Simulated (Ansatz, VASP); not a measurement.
## SnO in VASP and in Ansatz

INCAR

```
SYSTEM = SnO
  ALGO = Normal
  EDIFF = 1E-6
  ENCUT = 600
  GGA_COMPAT = .FALSE.
  ISIF = 2
  ISMEAR = -1
  LASPH = .TRUE.
  LCHARG = .TRUE.
  LELF = .TRUE.
  LREAL = .FALSE.
  LVHAR = .TRUE.
  LWAVE = .FALSE.
  NBANDS = 28
  NELM = 120
  PREC = Accurate
  SIGMA = 0.05
```

Contents of KPOINTS:

```
k-points
0
G
  7 7 6
  0 0 0
```

The input POSCAR:

```
SnO
1.0
    3.7358428604      0.0000000000      0.0000000000
    0.0000000000      3.7358428604      0.0000000000
    0.0000000000      0.0000000000      4.7871523832
Sn O
2 2
Direct
    0.5000000000      0.0000000000      0.7646261400
    0.0000000000      0.5000000000      0.2353738600
    0.0000000000      0.0000000000      0.0000000000
    0.5000000000      0.5000000000      0.0000000000
```

The input input.yaml:

```yaml
crystal:
  lattice:
    - [3.7358428604, 0.0, 0.0]
    - [0.0, 3.7358428604, 0.0]
    - [0.0, 0.0, 4.7871523832]
  atoms:
    - { symbol: Sn, position: [0.5, 0.0, 0.76462614] }
    - { symbol: Sn, position: [0.0, 0.5, 0.23537386] }
    - { symbol: O, position: [0.0, 0.0, 0.0] }
    - { symbol: O, position: [0.5, 0.5, 0.0] }
kpoints:
  mp_grid: { grid: [7, 7, 6] }
scf:
  occupations: { method: fermi_dirac, width: 0.05 }
hamiltonian:
  xc: lda
  pseudopotentials: { kind: all_electron, lapw: { basis_error: 0.002 } }
output:
  forces: true
  stress: true
  eigenvalues: true
```

Change from the starting cell: volume scaled by 0.94.

Alike in both runs: task single point; functional LDA; k mesh 7 × 7 × 6; occupations fermi-dirac, width 0.05 eV; no spin polarisation.

|  | VASP | Ansatz |
| --- | --- | --- |
| version | VASP 6.6.1 | Ansatz 0.2.0 |
| potentials or method | VASP PAW LDA potentials, release 64 (Sn_d, O), cutoff 600 eV | all-electron LAPW, scalar-relativistic |

```tsv
	VASP	Ansatz	Ansatz less VASP
gap on the k mesh at the Fermi level (eV)	0.23	0.25	+0.012
least direct gap on the mesh (eV)	1.95	2.00	+0.051
pressure (GPa)	3.3	3.0	-0.32
traceless stress, the component that is largest in VASP (GPa)	-0.76	-0.76	+0.002
rms of the force components (eV/Å)	0.323	0.272	-0.0506
```

LDA's correlation is that of Perdew and Zunger in VASP and of Perdew and Wang (1992) in Ansatz. Atom by atom the forces differ by 0.051 eV/Å (rms over components). Ansatz ran all-electron here, and VASP with PAW potentials.
